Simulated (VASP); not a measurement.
# Si2Mo (I4/mmm) in VASP: single point with PBE

Aim: the single point of Si2Mo with PBE.

Program: VASP 6.6.1. These are calculated values, not measurements. Logs are shortened: lines on timing, memory, paths and dates and some standing lists are left out, and cuts for length are marked.

## (1) The cell of the first run

It takes space group I4/mmm (No. 139, tetragonal). The conventional cell has a = 3.200 Å, b = 3.200 Å, c = 7.861 Å, α = 90.00°, β = 90.00°, γ = 90.00°. Within 3.4 Å of Si (site symmetry 4mm) lie 9 Si at 2.61 to 3.20 Å and 5 Mo at 2.62 Å. Within 3.5 Å of Mo (site symmetry 4/mmm) lie 10 Si at 2.62 Å and 4 Mo at 3.20 Å.

## (2) Single point, PBE

File POSCAR:

```
Si2Mo
1.0
    0.0000000000     -3.2000000000      0.0000000000
    3.2000000000      0.0000000000      0.0000000000
   -1.6000000000      1.6000000000      3.9305000000
Si Mo
2 1
Direct
    0.3330000000      0.3330000000      0.6660000000
    0.6670000000      0.6670000000      0.3340000000
    0.0000000000      0.0000000000      0.0000000000
```

File INCAR.step1:

```
SYSTEM = Si2Mo
PREC = Accurate
ENCUT = 520
EDIFF = 1E-7
ISMEAR = 0
SIGMA = 0.05
LREAL = .False.
LASPH = .True.
NELM = 60
ALGO = Normal
ISIF = 2
LWAVE = .False.
LCHARG = .True.
LMAXMIX = 4
GGA = PE
NBANDS = 18
```

File KPOINTS.step1:

```
regular mesh
0
Gamma
  12 12 12
  0 0 0
```

File INCAR.step2:

```
SYSTEM = Si2Mo
PREC = Accurate
ENCUT = 520
EDIFF = 1E-7
ISMEAR = -5
SIGMA = 0.05
LREAL = .False.
LASPH = .True.
NELM = 60
ALGO = Normal
ISIF = 2
LWAVE = .False.
LCHARG = .False.
LMAXMIX = 4
GGA = PE
LORBIT = 11
NEDOS = 1001
ICHARG = 11
```

File KPOINTS.step2:

```
regular mesh
0
Gamma
  18 18 18
  0 0 0
```

Potentials or basis: VASP PAW PBE potentials, release 64 (Si, Mo_sv).

Command:

```sh
cat potpaw_PBE.64/Si/POTCAR potpaw_PBE.64/Mo_sv/POTCAR > POTCAR
cp INCAR.step1 INCAR
cp KPOINTS.step1 KPOINTS
mpirun -np 1 vasp_std > vasp.out
cp INCAR.step2 INCAR
cp KPOINTS.step2 KPOINTS
mpirun -np 1 vasp_std > vasp.out
```

OUTCAR:

```text
SYSTEM = Si2Mo
   PREC = Accurate
   ENCUT = 520
   EDIFF = 1E-7
   ISMEAR = -5
   LREAL = .False.
   LASPH = .True.
   NELM = 60
   ISIF = 2
   GGA = PE
   LORBIT = 11
   ICHARG = 11

 ion  position               nearest neighbor table
   1  0.333  0.333  0.666-   2 2.61   2 2.61   2 2.61   2 2.61   3 2.62   3 2.62   3 2.62   3 2.62
                             3 2.62   2 2.63
   2  0.667  0.667  0.334-   1 2.61   1 2.61   1 2.61   1 2.61   3 2.62   3 2.62   3 2.62   3 2.62
                             3 2.62   1 2.63
   3  0.000  0.000  0.000-   2 2.62   2 2.62   2 2.62   1 2.62   2 2.62   1 2.62   1 2.62   1 2.62
                             2 2.62   1 2.62

  LATTYP: Found a body centered tetragonal cell.
 ALAT       =     3.2000000000
 C/A-ratio  =     2.4565625000

  Lattice vectors:

 A1 = (  -1.6000000000,  -1.6000000000,  -3.9305000000)
 A2 = (   1.6000000000,   1.6000000000,  -3.9305000000)
 A3 = (   1.6000000000,  -1.6000000000,   3.9305000000)

Analysis of symmetry for initial positions (statically):
=====================================================================
 Subroutine PRICEL returns:
 Original cell was already a primitive cell.

 Routine SETGRP: Setting up the symmetry group for a
 body centered tetragonal supercell.

 Subroutine GETGRP returns: Found 16 space group operations
 (whereof 16 operations were pure point group operations)
 out of a pool of 16 trial point group operations.

The static configuration has the point symmetry D_4h.

Analysis of symmetry for dynamics (positions and initial velocities):
=====================================================================
 Subroutine PRICEL returns:
 Original cell was already a primitive cell.

 Routine SETGRP: Setting up the symmetry group for a
 body centered tetragonal supercell.

 Subroutine GETGRP returns: Found 16 space group operations
 (whereof 16 operations were pure point group operations)
 out of a pool of 16 trial point group operations.

The dynamic configuration has the point symmetry D_4h.

 Subroutine INISYM returns: Found 16 space group operations
 (whereof 16 operations are pure point group operations),
 and found     1 'primitive' translations

----------------------------------------------------------------------------------------

                                     Primitive cell

  volume of cell :      40.2483

  direct lattice vectors                    reciprocal lattice vectors
     0.000000000 -3.200000000  0.000000000     0.000000000 -0.312500000  0.127210279
     3.200000000  0.000000000  0.000000000     0.312500000  0.000000000  0.127210279
    -1.600000000  1.600000000  3.930500000     0.000000000  0.000000000  0.254420557

  length of vectors
     3.200000000  3.200000000  4.535287229     0.337399918  0.337399918  0.254420557

  position of ions in fractional coordinates (direct lattice)
     0.333000000  0.333000000  0.666000000
     0.667000000  0.667000000  0.334000000
     0.000000000  0.000000000  0.000000000

  ion indices of the primitive-cell ions
   primitive index   ion index
                 1           1
                 2           2
                 3           3

----------------------------------------------------------------------------------------

 KPOINTS: regular mesh

Automatic generation of k-mesh.
 Grid dimensions read from file:
 generate k-points for:   18   18   18

 Generating k-lattice:

  Cartesian coordinates                     Fractional coordinates (reciprocal lattice)
     0.000000000 -0.017361111  0.007067238     0.055555556  0.000000000  0.000000000
     0.017361111  0.000000000  0.007067238     0.000000000  0.055555556  0.000000000
     0.000000000  0.000000000  0.014134475     0.000000000  0.000000000  0.055555556

  Length of vectors
     0.018744440  0.018744440  0.014134475

  Shift w.r.t. Gamma in fractional coordinates (k-lattice)
     0.000000000  0.000000000  0.000000000

 TETIRR: Found  16873 inequivalent tetrahedra from    34992

 Subroutine IBZKPT returns following result:
 ===========================================

 Found    480 irreducible k-points:

 Following reciprocal coordinates:
            Coordinates               Weight
  0.000000  0.000000  0.000000      1.000000
  0.055556  0.000000  0.000000      8.000000
  0.111111  0.000000  0.000000      8.000000
  0.166667  0.000000  0.000000      8.000000
  0.222222  0.000000  0.000000      8.000000
  0.277778  0.000000  0.000000      8.000000
[... 16 lines left out ...]
 -0.277778  0.055556 -0.000000     16.000000
 -0.222222  0.055556 -0.000000     16.000000
 [... further k-points ...]
   k-points           NKPTS =    480   k-points in BZ     NKDIM =    480   number of bands    NBANDS=     15
   number of dos      NEDOS =   1001   number of ions     NIONS =      3
   total plane-waves  NPLWV =  20736
   dimension x,y,z NGX =    24 NGY =   24 NGZ =   36
   dimension x,y,z NGXF=    48 NGYF=   48 NGZF=   72
   ions per type =               2   1
   NGX,Y,Z   is equivalent  to a cutoff of  12.47, 12.47, 13.20 a.u.
   NGXF,Y,Z  is equivalent  to a cutoff of  24.94, 24.94, 26.39 a.u.
 SYSTEM =  Si2Mo
   PREC   = accura    normal or accurate (medium, high low for compatibility)
   ISTART =      0    job   : 0-new  1-cont  2-samecut
   ICHARG =     11    charge: 1-file 2-atom 10-const
   ISPIN  =      1    spin polarized calculation?
   LNONCOLLINEAR =      F non collinear calculations
   LSORBIT =      F    spin-orbit coupling
   LASPH  =      T    aspherical Exc in radial PAW
   ENCUT  =  520.0 eV  38.22 Ry    6.18 a.u.   5.95  5.95  8.43*2*pi/ulx,y,z
   NELM   =     60;   NELMIN=  2; NELMDL=  0     # of ELM steps
   EDIFF  = 0.1E-06   stopping-criterion for ELM
   LREAL  =      F    real-space projection
   EDIFFG = 0.1E-05   stopping-criterion for IOM
   NSW    =      0    number of steps for IOM
   IBRION =     -1    ionic relax: 0-MD 1-quasi-New 2-CG
   NFREE  =      0    steps in history (QN), initial steepest desc. (CG)
   ISIF   =      2    stress and relaxation
   ISYM   =      2    0-nonsym 1-usesym 2-fastsym
   POTIM  = 0.5000    time-step for ionic-motion
   TEBEG  =    0.0;   TEEND  =   0.0 temperature during run
   PSTRESS=    0.0 pullay stress
   NELECT =      22.0000    total number of electrons
   NUPDOWN=      -1.0000    fix difference up-down
   EMIN   =  10.00;   EMAX   =-10.00  energy-range for DOS
   EFERMI =   0.00;   METHOD = LEGACY
   ISMEAR =    -5;   SIGMA  =   0.05  broadening in eV -4-tet -1-fermi 0-gaus
   EFERMI_NEDOS =   21; number of points for ismear=-14 and -15
   IALGO  =     38    algorithm
   IMIX   =      4    mixing-type and parameters
     AMIX     =   0.40;   BMIX     =  1.00
     AMIX_MAG =   1.60;   BMIX_MAG =  1.00
  volume/ion in A,a.u.               =      13.42        90.54
  Fermi-wavevector in a.u.,A,eV,Ry     =   1.338546  2.529484 24.377614  1.791704
  Thomas-Fermi vector in A             =   2.467007
   LORBIT       =     11    0 simple, 1 ext, 2 COOP (PROOUT), +10 PAW based schemes
   GGA     = PE    functional components
   LHFCALC =     F    Hartree Fock is set to
   AEXX    =    0.0000 exact exchange contribution
   IVDW    =     0    specifies the selected vdW correction
   LEPSILON=     F    determine dielectric tensor
   LRPA    =     F    only Hartree local field effects (RPA)
 non-spin polarized calculation
 Fermi weights with tetrahedron method with Bloechl corrections
  energy-cutoff  :      520.00
  volume of cell :       40.25
 maximum number of plane-waves:      1112

 number of electron      21.9999998 magnetization

 Free energy of the ion-electron system (eV)
  ---------------------------------------------------
  ext. energy  EPLUGINS =         0.00000000
  ---------------------------------------------------
  free energy    TOTEN  =       -23.25256110 eV

  energy without entropy =      -23.25256110  energy(sigma->0) =      -23.25256110

 E-fermi :  12.2646     XC(G=0): -12.4280

 val. band max:       12.3038628018   @ k =   0.0556   0.0556   0.2778
 cond. band min:      12.2562960136   @ k =   0.1667   0.1667   0.2778
 fundamental gap:     -0.0475667882
 Fermi energy:        12.2646106361

 k-point     1 :       0.0000    0.0000    0.0000
  band No.  band energies     occupation
      1     -48.4678      2.00000
      2     -22.6302      2.00000
      3     -22.5334      2.00000
      4     -22.5334      2.00000
      5      -1.1899      2.00000
      6       5.9293      2.00000
      7       8.8030      2.00000
      8       9.2515      2.00000
      9       9.6114      2.00000
     10       9.6114      2.00000
     11      12.6805      0.00000
     12      15.3452      0.00000
     13      15.3806      0.00000
     14      15.9051      0.00000
     15      15.9052      0.00000

 k-point     2 :       0.0556    0.0000    0.0000
  band No.  band energies     occupation
      1     -48.4673      2.00000
      2     -22.6297      2.00000
      3     -22.5413      2.00000
      4     -22.5327      2.00000
      5      -1.1338      2.00000
      6       5.9329      2.00000
      7       8.5879      2.00000
      8       9.2580      2.00000
      9       9.6491      2.00000
     10       9.7267      2.00000
     11      12.5046      0.06391
     12      15.0877      0.00000
     13      15.4973      0.00000
     14      15.5961      0.00000
     15      16.0813      0.00000

 k-point     3 :       0.1111    0.0000    0.0000
  band No.  band energies     occupation
      1     -48.4656      2.00000
      2     -22.6280      2.00000
      3     -22.5638      2.00000
      4     -22.5306      2.00000
      5      -0.9668      2.00000
      6       5.9321      2.00000
      7       8.1471      2.00000
      8       9.2583      2.00000
      9       9.7599      2.00000
     10       9.9040      2.00000
     11      12.0924      1.93203
     12      14.6237      0.00000
     13      15.0329      0.00000
     14      15.8833      0.00000
     15      16.3951      0.00000

 k-point     4 :       0.1667    0.0000    0.0000
  band No.  band energies     occupation
      1     -48.4632      2.00000
      2     -22.6254      2.00000
      3     -22.5981      2.00000
      4     -22.5274      2.00000
      5      -0.6928      2.00000
      6       5.8842      2.00000
      7       7.6806      2.00000
      8       9.2070      2.00000
      9       9.9344      2.00000
     10      10.0259      2.00000
     11      11.6157      2.00000
     12      14.1921      0.00000
     13      14.6180      0.00000
     14      16.2896      0.00000
     15      16.5152      0.00000
[... 307 lines left out ...]
 k-point    22 :      -0.3333    0.0556   -0.0000
  band No.  band energies     occupation
      1     -48.4534      2.00000
      2     -22.7246      2.00000
      3     -22.6137      2.00000
      4     -22.5228      2.00000
      5       0.6665      2.00000
      6       4.8834      2.00000
      7       7.2669      2.00000
      8       8.3639      2.00000
      9       9.8547      2.00000
     10      10.1886      2.00000
     11      10.8693      2.00000
     12      14.0548      0.00000
     13      14.8024      0.00000
     14      16.1075      0.00000
     15      16.5947      0.00000

 k-point    23 :      -0.2778    0.0556   -0.0000
  band No.  band energies     occupation
      1     -48.4565      2.00000
      2     -22.6834      2.00000
      3     -22.6169      2.00000
      4     -22.5268      2.00000
      5       0.1282      2.00000
      6       5.5000      2.00000
      7       7.1543      2.00000
      8       8.7799      2.00000
      9       9.8070      2.00000
     10      10.3226      2.00000
     11      10.8025      2.00000
     12      14.0046      0.00000
     13      14.5481      0.00000
     14      16.2694      0.00000
     15      16.5909      0.00000

 k-point    24 :      -0.2222    0.0556   -0.0000
  band No.  band energies     occupation
      1     -48.4597      2.00000
      2     -22.6393      2.00000
      3     -22.6203      2.00000
      4     -22.5310      2.00000
      5      -0.3259      2.00000
      6       5.9561      2.00000
      7       7.2089      2.00000
      8       9.0729      2.00000
      9       9.6314      2.00000
     10      10.3900      2.00000
     11      11.0238      2.00000
     12      14.1391      0.00000
     13      14.4934      0.00000
     14      16.2924      0.00000
     15      16.5913      0.00000

 [... further k-points ...]

------------------------ aborting loop because EDIFF is reached ----------------------------------------

  FORCE on cell =-STRESS in cart. coord.  units (eV):
  Direction    XX          YY          ZZ          XY          YZ          ZX
  --------------------------------------------------------------------------------------
  -------------------------------------------------------------------------------------
  Total        0.7288720      0.7288720      0.4623411      0.0000000     -0.0000000      0.0000000
  in kB       29.0144316     29.0144316     18.4045565      0.0000000     -0.0000000      0.0000000
  external PRESSURE =      25.4778065 kB  Pullay stress =       0.0000000 kB

 VOLUME and BASIS-vectors are now :
 -----------------------------------------------------------------------------
  energy-cutoff  :      520.00
  volume of cell :       40.25
      direct lattice vectors                 reciprocal lattice vectors
     0.000000000 -3.200000000  0.000000000     0.000000000 -0.312500000  0.127210279
     3.200000000  0.000000000  0.000000000     0.312500000  0.000000000  0.127210279
    -1.600000000  1.600000000  3.930500000     0.000000000  0.000000000  0.254420557

 POSITION                                       TOTAL-FORCE (eV/Angst)
 -----------------------------------------------------------------------------------
      0.00000      0.00000      2.61771        -0.000000      0.000000      0.295201
      1.60000     -1.60000      1.31279         0.000000     -0.000000     -0.295201
      0.00000      0.00000      0.00000         0.000000      0.000000      0.000000
 -----------------------------------------------------------------------------------
    total drift:                               -0.000000      0.000000     -0.000000

  FREE ENERGIE OF THE ION-ELECTRON SYSTEM (eV)
  ---------------------------------------------------
  free  energy   TOTEN  =       -23.2525610958 eV

  energy  without entropy=      -23.2525610958  energy(sigma->0) =      -23.25256110

 total charge

# of ion       s       p       d       tot
------------------------------------------
    1        0.741   0.877   0.000   1.618
    2        0.741   0.877   0.000   1.618
    3        2.284   6.206   4.177  12.667
--------------------------------------------------
tot          3.765   7.961   4.177  15.903
```

Run time: 5.6 min. Hardware: 1 thread of Intel Xeon 8259CL, shared host; peak memory 0.42 GiB.

What came out:

- Valence electrons inside the program's atomic spheres: Si 1.62; Mo 12.67

Levels at points of the mesh, in eV from the Fermi level:
```
           k point  band 9  band 10  band 11  band 12  band 13  band 14
(0.00, 0.00, 0.00)   -2.65    -2.65     0.42     3.08     3.12     3.64
(0.50, 0.00, 0.00)   -2.61    -2.50    -0.51     2.27     3.02     4.03
(0.50, 0.50, 0.00)   -4.49    -3.06    -1.13     2.33     2.72     3.01
(0.00, 0.00, 0.50)   -0.58    -0.58    -0.52    -0.52     0.55     4.62
```
